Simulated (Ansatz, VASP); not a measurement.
## One calculation of Al2O3, two programs

```xyz
5
Lattice="2.7761 0.0000 0.0000 -1.3880 2.4042 0.0000 0.0000 0.0000 7.2717" Properties=species:S:1:pos:R:3 pbc="T T T"
Al    0.0000    0.0000    2.0212
Al    0.0000    0.0000    5.2505
O     0.0000    1.6028    1.4504
O     1.3880    0.8014    5.8213
O     0.0000    0.0000    3.6358
```

Change from the starting cell: strain -0.080 along x and y, -0.040 along z, atoms carried along.

Alike in both runs: task single point; functional r2SCAN; k mesh 12 × 12 × 4; occupations gaussian, width 0.05 eV; no spin polarisation.

|  | VASP | Ansatz |
| --- | --- | --- |
| version | VASP 6.6.1 | Ansatz 0.2.0 |
| potentials or method | VASP PAW PBE potentials, release 64 (Al, O), cutoff 520 eV | scalar-relativistic, plane waves, PAW |
| valence electrons in the cell | 24 | 24 |

Ansatz gave:

| Item | Value |
| --- | --- |
| gap on the k mesh at the Fermi level (eV) | 4.04 |
| least direct gap on the mesh (eV) | 4.04 |
| pressure (GPa) | 42.6 |
| traceless stress, the component that is largest in VASP (GPa) | -14.73 |
| rms of the force components (eV/Å) | 0.726 |

**Question.** Estimate VASP's values.

**Answer.** gap on the k mesh at the Fermi level (eV): 4.06; least direct gap on the mesh (eV): 4.06; pressure (GPa): 43.5; traceless stress, the component that is largest in VASP (GPa): -14.36; rms of the force components (eV/Å): 0.729.

VASP's potentials were made for PBE, not for r2SCAN. Atom by atom the forces differ by 0.046 eV/Å (rms over components). Both programs put the cell under a high pressure, so it lies far from rest at this level.
